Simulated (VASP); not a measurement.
# Zn (Im-3m) in VASP: notebook

Zn is run at these levels: PBEsol; tasks: single point.

Program: VASP 6.6.1. These are calculated values, not measurements. Logs are shortened: lines on timing, memory, paths and dates and some standing lists are left out, and cuts for length are marked.

## Step 1: The cell of the first run

The structure is cubic, space group Im-3m (No. 229). Conventional cell: a = 2.931 Å, b = 2.931 Å, c = 2.931 Å, α = 90.00°, β = 90.00°, γ = 90.00°. Zn (site symmetry m-3m) has 14 Zn at 2.54 to 2.93 Å within 3.3 Å.

## Step 2: Single point, PBEsol (volume scaled by 0.88)

INCAR

```
ALGO = Normal
EDIFF = 1E-7
ENCUT = 520
GGA = PS
ISIF = 2
ISMEAR = -1
LASPH = True
LCHARG = False
LREAL = False
LWAVE = False
NBANDS = 12
NELM = 60
PREC = Accurate
SIGMA = 0.1
```

KPOINTS

```
k-points
0
Gamma
  16 16 16
```

POSCAR

```
Zn
1.0
   -1.4654216410      1.4654216410      1.4654216410
    1.4654216410     -1.4654216410      1.4654216410
    1.4654216410      1.4654216410     -1.4654216410
Zn
1
Direct
    0.0000000000      0.0000000000      0.0000000000
```

Potentials or basis: VASP PAW PBE potentials, release 64 (Zn).

The run is started by

```sh
$ cat potpaw_PBE.64/Zn/POTCAR > POTCAR
$ mpirun -np 1 vasp_std > vasp.out
```

OUTCAR:

```text
EDIFF = 1E-7
   ENCUT = 520
   GGA = PS
   ISIF = 2
   ISMEAR = -1
   LASPH = True
   LREAL = False
   NELM = 60
   PREC = Accurate

 ion  position               nearest neighbor table
   1  0.000  0.000  0.000-

  LATTYP: Found a body centered cubic cell.
 ALAT       =     2.9308432820

  Lattice vectors:

 A1 = (  -1.4654216410,   1.4654216410,   1.4654216410)
 A2 = (   1.4654216410,  -1.4654216410,   1.4654216410)
 A3 = (   1.4654216410,   1.4654216410,  -1.4654216410)

Analysis of symmetry for initial positions (statically):
=====================================================================
 Subroutine PRICEL returns:
 Original cell was already a primitive cell.

 Routine SETGRP: Setting up the symmetry group for a
 body centered cubic supercell.

 Subroutine GETGRP returns: Found 48 space group operations
 (whereof 48 operations were pure point group operations)
 out of a pool of 48 trial point group operations.

The static configuration has the point symmetry O_h .

Analysis of symmetry for dynamics (positions and initial velocities):
=====================================================================
 Subroutine PRICEL returns:
 Original cell was already a primitive cell.

 Routine SETGRP: Setting up the symmetry group for a
 body centered cubic supercell.

 Subroutine GETGRP returns: Found 48 space group operations
 (whereof 48 operations were pure point group operations)
 out of a pool of 48 trial point group operations.

The dynamic configuration has the point symmetry O_h .

 Subroutine INISYM returns: Found 48 space group operations
 (whereof 48 operations are pure point group operations),
 and found     1 'primitive' translations

----------------------------------------------------------------------------------------

                                     Primitive cell

  volume of cell :      12.5877

  direct lattice vectors                    reciprocal lattice vectors
    -1.465421641  1.465421641  1.465421641     0.000000000  0.341198728  0.341198728
     1.465421641 -1.465421641  1.465421641     0.341198728  0.000000000  0.341198728
     1.465421641  1.465421641 -1.465421641     0.341198728  0.341198728  0.000000000

  length of vectors
     2.538184737  2.538184737  2.538184737     0.482527869  0.482527869  0.482527869

  position of ions in fractional coordinates (direct lattice)
     0.000000000  0.000000000  0.000000000

  ion indices of the primitive-cell ions
   primitive index   ion index
                 1           1

----------------------------------------------------------------------------------------

 KPOINTS: k-points

Automatic generation of k-mesh.
 Grid dimensions read from file:
 generate k-points for:   16   16   16

 Generating k-lattice:

  Cartesian coordinates                     Fractional coordinates (reciprocal lattice)
     0.000000000  0.021324921  0.021324921     0.062500000  0.000000000  0.000000000
     0.021324921  0.000000000  0.021324921     0.000000000  0.062500000  0.000000000
     0.021324921  0.021324921  0.000000000     0.000000000  0.000000000  0.062500000

  Length of vectors
     0.030157992  0.030157992  0.030157992

  Shift w.r.t. Gamma in fractional coordinates (k-lattice)
     0.000000000  0.000000000  0.000000000

 Subroutine IBZKPT returns following result:
 ===========================================

 Found    145 irreducible k-points:

 Following reciprocal coordinates:
            Coordinates               Weight
  0.000000  0.000000  0.000000      1.000000
  0.062500  0.000000  0.000000     12.000000
  0.125000  0.000000  0.000000     12.000000
  0.187500  0.000000  0.000000     12.000000
  0.250000  0.000000  0.000000     12.000000
  0.312500  0.000000  0.000000     12.000000
[... 16 lines left out ...]
  0.187500  0.187500  0.000000     24.000000
  0.250000  0.187500  0.000000     48.000000
 [... further k-points ...]
   k-points           NKPTS =    145   k-points in BZ     NKDIM =    145   number of bands    NBANDS=     12
   number of dos      NEDOS =    301   number of ions     NIONS =      1
   total plane-waves  NPLWV =   8000
   dimension x,y,z NGX =    20 NGY =   20 NGZ =   20
   dimension x,y,z NGXF=    40 NGYF=   40 NGZF=   40
   ions per type =               1
   NGX,Y,Z   is equivalent  to a cutoff of  13.10, 13.10, 13.10 a.u.
   NGXF,Y,Z  is equivalent  to a cutoff of  26.20, 26.20, 26.20 a.u.
 SYSTEM =  unknown system
   PREC   = accura    normal or accurate (medium, high low for compatibility)
   ISTART =      0    job   : 0-new  1-cont  2-samecut
   ICHARG =      2    charge: 1-file 2-atom 10-const
   ISPIN  =      1    spin polarized calculation?
   LNONCOLLINEAR =      F non collinear calculations
   LSORBIT =      F    spin-orbit coupling
   LASPH  =      T    aspherical Exc in radial PAW
   ENCUT  =  520.0 eV  38.22 Ry    6.18 a.u.   4.72  4.72  4.72*2*pi/ulx,y,z
   NELM   =     60;   NELMIN=  2; NELMDL= -5     # of ELM steps
   EDIFF  = 0.1E-06   stopping-criterion for ELM
   LREAL  =      F    real-space projection
   EDIFFG = 0.1E-05   stopping-criterion for IOM
   NSW    =      0    number of steps for IOM
   IBRION =     -1    ionic relax: 0-MD 1-quasi-New 2-CG
   NFREE  =      0    steps in history (QN), initial steepest desc. (CG)
   ISIF   =      2    stress and relaxation
   ISYM   =      2    0-nonsym 1-usesym 2-fastsym
   POTIM  = 0.5000    time-step for ionic-motion
   TEBEG  =    0.0;   TEEND  =   0.0 temperature during run
   PSTRESS=    0.0 pullay stress
   NELECT =      12.0000    total number of electrons
   NUPDOWN=      -1.0000    fix difference up-down
   EMIN   =  10.00;   EMAX   =-10.00  energy-range for DOS
   EFERMI =   0.00;   METHOD = LEGACY
   ISMEAR =    -1;   SIGMA  =   0.10  broadening in eV -4-tet -1-fermi 0-gaus
   EFERMI_NEDOS =   21; number of points for ismear=-14 and -15
   IALGO  =     38    algorithm
   IMIX   =      4    mixing-type and parameters
     AMIX     =   0.40;   BMIX     =  1.00
     AMIX_MAG =   1.60;   BMIX_MAG =  1.00
  volume/ion in A,a.u.               =      12.59        84.95
  Fermi-wavevector in a.u.,A,eV,Ry     =   1.611212  3.044749 35.320774  2.596004
  Thomas-Fermi vector in A             =   2.706638
   LORBIT       =      0    0 simple, 1 ext, 2 COOP (PROOUT), +10 PAW based schemes
   GGA     = PS    functional components
   LHFCALC =     F    Hartree Fock is set to
   AEXX    =    0.0000 exact exchange contribution
   IVDW    =     0    specifies the selected vdW correction
   LEPSILON=     F    determine dielectric tensor
   LRPA    =     F    only Hartree local field effects (RPA)
 non-spin polarized calculation
  energy-cutoff  :      520.00
  volume of cell :       12.59
 maximum number of plane-waves:       370
   NGX =  9   NGY =  9   NGZ =  9

 number of electron      12.0000011 magnetization

 Free energy of the ion-electron system (eV)
  ---------------------------------------------------
  ext. energy  EPLUGINS =         0.00000000
  ---------------------------------------------------
  free energy    TOTEN  =        -1.42109484 eV

  energy without entropy =       -1.41106009  energy(sigma->0) =       -1.41607746

 E-fermi :   4.7707     XC(G=0): -12.7471

 val. band max:        4.7406346827   @ k =  -0.3750  -0.4375   0.1875
 cond. band min:       4.8439102291   @ k =   0.3750   0.1250   0.0625
 fundamental gap:      0.1032755464
 Fermi energy:         4.7706925583

 k-point     1 :       0.0000    0.0000    0.0000
  band No.  band energies     occupation
      1      -7.6092      2.00000
      2      -3.8631      2.00000
      3      -3.8631      2.00000
      4      -3.8631      2.00000
      5      -3.1460      2.00000
      6      -3.1460      2.00000
      7      27.1104      0.00000
      8      27.1104      0.00000
      9      27.1104      0.00000
     10      27.1555      0.00000
     11      27.1555      0.00000
     12      27.1555      0.00000

 k-point     2 :       0.0625    0.0000    0.0000
  band No.  band energies     occupation
      1      -7.4668      2.00000
      2      -3.8805      2.00000
      3      -3.8605      2.00000
      4      -3.8219      2.00000
      5      -3.1627      2.00000
      6      -3.1449      2.00000
      7      24.3362      0.00000
      8      25.8555      0.00000
      9      25.9097      0.00000
     10      26.3297      0.00000
     11      26.7611      0.00000
     12      27.2969      0.00000

 k-point     3 :       0.1250    0.0000    0.0000
  band No.  band energies     occupation
      1      -7.0475      2.00000
      2      -3.9300      2.00000
      3      -3.8527      2.00000
      4      -3.7029      2.00000
      5      -3.2022      2.00000
      6      -3.1411      2.00000
      7      20.6794      0.00000
      8      23.9481      0.00000
      9      24.1367      0.00000
     10      25.1159      0.00000
     11      26.0502      0.00000
     12      27.8005      0.00000
[... 286 lines left out ...]
 k-point    23 :       0.1875    0.1875    0.0000
  band No.  band energies     occupation
      1      -4.7433      2.00000
      2      -4.0542      2.00000
      3      -3.9268      2.00000
      4      -3.2886      2.00000
      5      -3.0780      2.00000
      6      -2.2577      2.00000
      7      13.0118      0.00000
      8      13.0400      0.00000
      9      19.1045      0.00000
     10      25.6686      0.00000
     11      27.1847      0.00000
     12      31.6035      0.00000

 k-point    24 :       0.2500    0.1875    0.0000
  band No.  band energies     occupation
      1      -4.5484      2.00000
      2      -4.1295      2.00000
      3      -3.7188      2.00000
      4      -3.2591      2.00000
      5      -3.0413      2.00000
      6      -1.1529      2.00000
      7      10.0463      0.00000
      8      12.1573      0.00000
      9      18.2892      0.00000
     10      25.5267      0.00000
     11      27.9570      0.00000
     12      32.0001      0.00000

 [... further k-points ...]

------------------------ aborting loop because EDIFF is reached ----------------------------------------

  FORCE on cell =-STRESS in cart. coord.  units (eV):
  Direction    XX          YY          ZZ          XY          YZ          ZX
  --------------------------------------------------------------------------------------
  -------------------------------------------------------------------------------------
  Total        1.2355845      1.2355845      1.2355845     -0.0000000      0.0000000     -0.0000000
  in kB      157.2661447    157.2661447    157.2661447     -0.0000000      0.0000000     -0.0000000
  external PRESSURE =     157.2661447 kB  Pullay stress =       0.0000000 kB

 VOLUME and BASIS-vectors are now :
 -----------------------------------------------------------------------------
  energy-cutoff  :      520.00
  volume of cell :       12.59
      direct lattice vectors                 reciprocal lattice vectors
    -1.465421641  1.465421641  1.465421641     0.000000000  0.341198728  0.341198728
     1.465421641 -1.465421641  1.465421641     0.341198728  0.000000000  0.341198728
     1.465421641  1.465421641 -1.465421641     0.341198728  0.341198728  0.000000000

 POSITION                                       TOTAL-FORCE (eV/Angst)
 -----------------------------------------------------------------------------------
      0.00000      0.00000      0.00000        -0.000000      0.000000     -0.000000
 -----------------------------------------------------------------------------------
    total drift:                                0.000000     -0.000000      0.000000

  FREE ENERGIE OF THE ION-ELECTRON SYSTEM (eV)
  ---------------------------------------------------
  free  energy   TOTEN  =        -1.4210948424 eV

  energy  without entropy=       -1.4110600859  energy(sigma->0) =       -1.41607746
```

Wall time 27 s (1 thread of Intel Xeon 8259CL, shared host); peak memory 0.14 GiB.

What came out:

| Item | Value |
| --- | --- |
| Free energy | -1.4211 eV |
| Pressure | 15.7 GPa |
| Band gap on the k mesh | zero (band 6 reaches 9.07 eV, above the bottom of band 7 at 3.96 eV) |

Caveat: the PAW data sets were made with another functional, which shifts forces and pressure a little.

## Step 3: Single point, PBEsol (volume scaled by 0.92)

INCAR

```
SYSTEM = Zn
PREC = Accurate
ENCUT = 520
EDIFF = 1E-6
ISMEAR = -1
SIGMA = 0.1
LREAL = .False.
LASPH = .True.
NELM = 80
ALGO = Normal
ISIF = 2
LWAVE = .False.
LCHARG = .False.
GGA = PS
NBANDS = 12
```

KPOINTS

```
regular mesh
0
Gamma
  16 16 16
  0 0 0
```

POSCAR

```
Zn
1.0
   -1.4872968308      1.4872968308      1.4872968308
    1.4872968308     -1.4872968308      1.4872968308
    1.4872968308      1.4872968308     -1.4872968308
Zn
1
Direct
    0.0000000000      0.0000000000      0.0000000000
```

Potentials or basis: VASP PAW PBE potentials, release 64 (Zn).

The run is started by

```sh
$ cat potpaw_PBE.64/Zn/POTCAR > POTCAR
$ mpirun -np 1 vasp_std > vasp.out
```

It took 27 s on 1 thread of Intel Xeon 8259CL, shared host; peak memory 0.14 GiB.

The run converged. Its results:

```yaml
Free_energy: -1.4655 eV
Pressure: 9.4 GPa
Band_gap_on_the_k_mesh: zero (band 6 reaches 8.60 eV, above the bottom of band 7 at 3.48 eV)
```

Levels at points of the mesh, in eV from the Fermi level:
```csv
k point,band 3,band 4,band 5,band 6,band 7,band 8,band 9,band 10
"(0.00, 0.00, 0.00)",-8.41,-8.41,-7.74,-7.74,21.58,21.58,21.58,21.99
"(0.50, 0.00, 0.00)",-7.78,-7.70,-7.30,-3.54,-0.85,12.47,13.60,16.49
"(0.50, 0.50, 0.50)",-7.41,-7.41,-7.41,4.27,4.27,4.27,9.02,9.02
```

Caveat: the PAW data sets were made with another functional, which shifts forces and pressure a little.
